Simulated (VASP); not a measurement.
# MoW14 (a cell with a defect) in VASP: single point with PBE+D3(BJ)

Aim: the single point of MoW14 (a cell with a defect) with PBE+D3(BJ).

Program: VASP 6.6.1. These are calculated values, not measurements. Logs are shortened: lines on timing, memory, paths and dates and some standing lists are left out, and cuts for length are marked.

## (1) The cell of the first run

The cell holds a defect, 15 atoms: a = 6.320 Å, b = 6.320 Å, c = 6.320 Å, α = 90.00°, β = 90.00°, γ = 90.00°.

## (2) Single point, PBE+D3(BJ)

Input file INCAR:

```
PREC = Accurate
ENCUT = 520
EDIFF = 1E-6
ISMEAR = -1
SIGMA = 0.15
LREAL = Auto
LASPH = T
NELM = 100
ALGO = Normal
ISIF = 2
LWAVE = F
LCHARG = T
GGA = PE
IVDW = 12
LELF = T
LVHAR = T
NBANDS = 118
```

Input file KPOINTS:

```
regular mesh
0
Gamma
  3 3 3
```

Input file POSCAR:

```
MoW14
1.0
    6.3200000000      0.0000000000      0.0000000000
    0.0000000000      6.3200000000      0.0000000000
    0.0000000000      0.0000000000      6.3200000000
Mo W
1 14
Direct
    0.0016612342     -0.0042031646     -0.0044651899
    0.4965750000     -0.0035091772     -0.0037810127
    0.0010058544      0.5009276899     -0.0038009494
    0.0010403481     -0.0035574367      0.5006476266
    0.2488158228      0.2485170886      0.2482857595
    0.4960582278      0.5014518987     -0.0040118671
    0.4960775316     -0.0036689873      0.5011685127
    0.7492308544      0.2482806962      0.2480056962
    0.0011526899      0.5013969937      0.5011193038
    0.2485324367      0.7489537975      0.2483797468
    0.2485194620      0.2486371835      0.7487471519
    0.4958770570      0.5015523734      0.5013248418
    0.7489325949      0.7486761076      0.2483000000
    0.7489659810      0.2484892405      0.7484068038
    0.7488218354      0.7489199367      0.7487129747
```

Potentials or basis: VASP PAW PBE potentials, release 64 (Mo_sv, W_sv).

On the command line:

```
> cat potpaw_PBE.64/Mo_sv/POTCAR potpaw_PBE.64/W_sv/POTCAR > POTCAR
> mpirun -np 1 vasp_std > vasp.out
```

OUTCAR:

```text
PREC = Accurate
   ENCUT = 520
   EDIFF = 1E-6
   ISMEAR = -1
   LREAL = Auto
   LASPH = T
   NELM = 100
   ISIF = 2
   GGA = PE
   IVDW = 12
 IVDW          = 12

 ion  position               nearest neighbor table
   1  0.002  0.996  0.996-  11 2.72  15 2.72  10 2.72  14 2.75  13 2.75   5 2.75   8 2.76   3 3.13
                             4 3.13   2 3.13   2 3.19   4 3.19   3 3.19
   2  0.497  0.996  0.996-  15 2.73  11 2.73  10 2.73   5 2.74  14 2.74  13 2.74   8 2.76   1 3.13
                             6 3.13   7 3.13   7 3.19   6 3.19   1 3.19
   3  0.001  0.501  0.996-  11 2.73  15 2.73  10 2.73  13 2.74  14 2.75   5 2.75   8 2.76   1 3.13
                             6 3.13   9 3.13   9 3.19   6 3.19   1 3.19
   4  0.001  0.996  0.501-  10 2.73  11 2.73  15 2.73  14 2.74   5 2.74  13 2.74   8 2.76   1 3.13
                             7 3.13   9 3.13   9 3.19   7 3.19   1 3.19
   5  0.249  0.249  0.248-   2 2.74   4 2.74   3 2.75   7 2.75   6 2.75   1 2.75  12 2.75   9 2.75
                            11 3.16  10 3.16   8 3.16   8 3.16  10 3.16  11 3.16
   6  0.496  0.501  0.996-  10 2.73  15 2.73  11 2.73  13 2.75   5 2.75  14 2.75   8 2.77  12 3.13
                             2 3.13   3 3.13   3 3.19   2 3.19  12 3.19
   7  0.496  0.996  0.501-  11 2.73  15 2.73  10 2.73  14 2.75   5 2.75  13 2.75   8 2.77  12 3.13
                             4 3.13   2 3.13   2 3.19   4 3.19  12 3.19
   8  0.749  0.248  0.248-   3 2.76   2 2.76   4 2.76   1 2.76   9 2.77   7 2.77   6 2.77  12 2.77
                             5 3.16  14 3.16  13 3.16  13 3.16  14 3.16   5 3.16
   9  0.001  0.501  0.501-  15 2.73  10 2.73  11 2.73  13 2.75  14 2.75   5 2.75   8 2.77  12 3.13
                             4 3.13   3 3.13   3 3.19   4 3.19  12 3.19
  10  0.249  0.749  0.248-   1 2.72   4 2.73   6 2.73   9 2.73  12 2.73   7 2.73   3 2.73   2 2.73
                             5 3.16  13 3.16  13 3.16   5 3.16
  11  0.249  0.249  0.749-   1 2.72   3 2.73   7 2.73   6 2.73   2 2.73  12 2.73   9 2.73   4 2.73
                             5 3.16  14 3.16  14 3.16   5 3.16
  12  0.496  0.502  0.501-  10 2.73  11 2.73  15 2.73   5 2.75  13 2.75  14 2.75   8 2.77   6 3.13
                             9 3.13   7 3.13   7 3.19   9 3.19   6 3.19
  13  0.749  0.749  0.248-   3 2.74   4 2.74   2 2.74   9 2.75   6 2.75   1 2.75  12 2.75   7 2.75
                            15 3.16  10 3.16   8 3.16   8 3.16  10 3.16  15 3.16
  14  0.749  0.248  0.748-   4 2.74   2 2.74   3 2.75   7 2.75   9 2.75   1 2.75  12 2.75   6 2.75
                            11 3.16  15 3.16   8 3.16   8 3.16  15 3.16  11 3.16
  15  0.749  0.749  0.749-   1 2.72   2 2.73   9 2.73   6 2.73   3 2.73   7 2.73  12 2.73   4 2.73
                            14 3.16  13 3.16  13 3.16  14 3.16

  LATTYP: Found a simple cubic cell.
 ALAT       =     6.3200000000

  Lattice vectors:

 A1 = (   6.3200000000,   0.0000000000,   0.0000000000)
 A2 = (   0.0000000000,   6.3200000000,   0.0000000000)
 A3 = (   0.0000000000,   0.0000000000,   6.3200000000)
[... 165 lines left out ...]
  Thomas-Fermi vector in A             =   2.645875
   LORBIT       =      0    0 simple, 1 ext, 2 COOP (PROOUT), +10 PAW based schemes
   GGA     = PE    functional components
   LHFCALC =     F    Hartree Fock is set to
   AEXX    =    0.0000 exact exchange contribution
   IVDW    =    12    specifies the selected vdW correction
   LEPSILON=     F    determine dielectric tensor
   LRPA    =     F    only Hartree local field effects (RPA)
 non-spin polarized calculation
  energy-cutoff  :      520.00
  volume of cell :      252.44
 maximum number of plane-waves:      6859
   NGX = 23   NGY = 23   NGZ = 23

 number of electron     210.0000000 magnetization

 Free energy of the ion-electron system (eV)
  ---------------------------------------------------
  ext. energy  EPLUGINS =         0.00000000
  ---------------------------------------------------
  free energy    TOTEN  =      -189.27826334 eV

  energy without entropy =     -188.54166432  energy(sigma->0) =     -188.90996383

 E-fermi :  10.3174     XC(G=0): -13.1996

 val. band max:       10.3159727127   @ k =   0.0000   0.3333   0.3333
 cond. band min:      10.3954200576   @ k =   0.3333  -0.3333   0.3333
 fundamental gap:      0.0794473450
 Fermi energy:        10.3174359447

 k-point     1 :       0.0000    0.0000    0.0000
  band No.  band energies     occupation
      1     -63.5880      2.00000
      2     -63.5115      2.00000
      3     -63.5114      2.00000
      4     -63.5015      2.00000
      5     -63.5014      2.00000
      6     -63.5014      2.00000
[... 1669 lines left out ...]
    116      12.6017      0.00000
    117      12.6831      0.00000
 [bands above 117 left out]

------------------------ aborting loop because EDIFF is reached ----------------------------------------

 Edisp (eV)   -9.81801

 E8    (eV) :    -5.0059

  FORCE on cell =-STRESS in cart. coord.  units (eV):
  Direction    XX          YY          ZZ          XY          YZ          ZX
  --------------------------------------------------------------------------------------
  -------------------------------------------------------------------------------------
  Total     -10.42842   -10.42831   -10.42943    -0.02400     0.03146    -0.02664
  in kB     -66.18780   -66.18712   -66.19420    -0.15233     0.19966    -0.16909
  external pressure =      -66.19 kB  Pullay stress =        0.00 kB

 VOLUME and BASIS-vectors are now :
 -----------------------------------------------------------------------------
  energy-cutoff  :      520.00
  volume of cell :      252.44
      direct lattice vectors                 reciprocal lattice vectors
     6.320000000  0.000000000  0.000000000     0.158227848  0.000000000  0.000000000
     0.000000000  6.320000000  0.000000000     0.000000000  0.158227848  0.000000000
     0.000000000  0.000000000  6.320000000     0.000000000  0.000000000  0.158227848

 POSITION                                       TOTAL-FORCE (eV/Angst)
 -----------------------------------------------------------------------------------
      0.01050      6.29344      6.29178        -0.006279      0.006508      0.007938
      3.13835      6.29782      6.29610        -0.004261     -0.008992     -0.007057
      0.00636      3.16586      6.29598         0.008708      0.003464     -0.006856
      0.00657      6.29752      3.16409         0.006570     -0.007266      0.006000
      1.57252      1.57063      1.56917        -0.011524     -0.005345     -0.007377
      3.13509      3.16918      6.29464        -0.013621      0.008918     -0.007192
      3.13521      6.29681      3.16739        -0.013386     -0.014381      0.010993
      4.73514      1.56913      1.56740        -0.001686     -0.000590     -0.000849
      0.00729      3.16883      3.16707         0.012562      0.011619      0.014784
      1.57072      4.73339      1.56976         0.001423     -0.002164      0.003304
      1.57064      1.57139      4.73208         0.002810      0.002816     -0.007469
      3.13394      3.16981      3.16837         0.006204     -0.003414     -0.006216
      4.73325      4.73163      1.56926         0.008149      0.011515     -0.008850
      4.73346      1.57045      4.72993         0.006013     -0.003712      0.012717
      4.73255      4.73317      4.73187        -0.001682      0.001023     -0.003871
 -----------------------------------------------------------------------------------
    total drift:                                0.006849      0.002393      0.007338

  FREE ENERGIE OF THE ION-ELECTRON SYSTEM (eV)
  ---------------------------------------------------
  free  energy   TOTEN  =      -199.0962782279 eV

  energy  without entropy=     -198.3596792082  energy(sigma->0) =     -198.72797872
```

Wall time 9.9 min (1 thread of AMD EPYC 7R13 (Zen 3), shared host); peak memory 0.46 GiB.

What came out:

* Free energy: -199.0963 eV
* Pressure: -6.6 GPa
* Largest force: 0.023 eV/Å
* Dispersion energy per atom: -0.655 eV

Forces in eV/Å, atoms in the order of the input:
```
Mo  -0.006  0.007  0.008
W   -0.004 -0.009 -0.007
W    0.009  0.003 -0.007
W    0.007 -0.007  0.006
W   -0.012 -0.005 -0.007
W   -0.014  0.009 -0.007
W   -0.013 -0.014  0.011
W   -0.002 -0.001 -0.001
W    0.013  0.012  0.015
W    0.001 -0.002  0.003
W    0.003  0.003 -0.007
W    0.006 -0.003 -0.006
W    0.008  0.012 -0.009
W    0.006 -0.004  0.013
W   -0.002  0.001 -0.004
```

Levels at points of the mesh, in eV from the Fermi level:
```tsv
k point	band 101	band 102	band 103	band 104	band 105	band 106	band 107	band 108	band 109	band 110
(0.00, 0.00, 0.00)	-0.16	-0.16	-0.13	-0.07	-0.07	1.02	1.02	1.04	1.10	1.17
```

Caveat: spin-orbit coupling is left out, which moves the levels of the heavy elements.
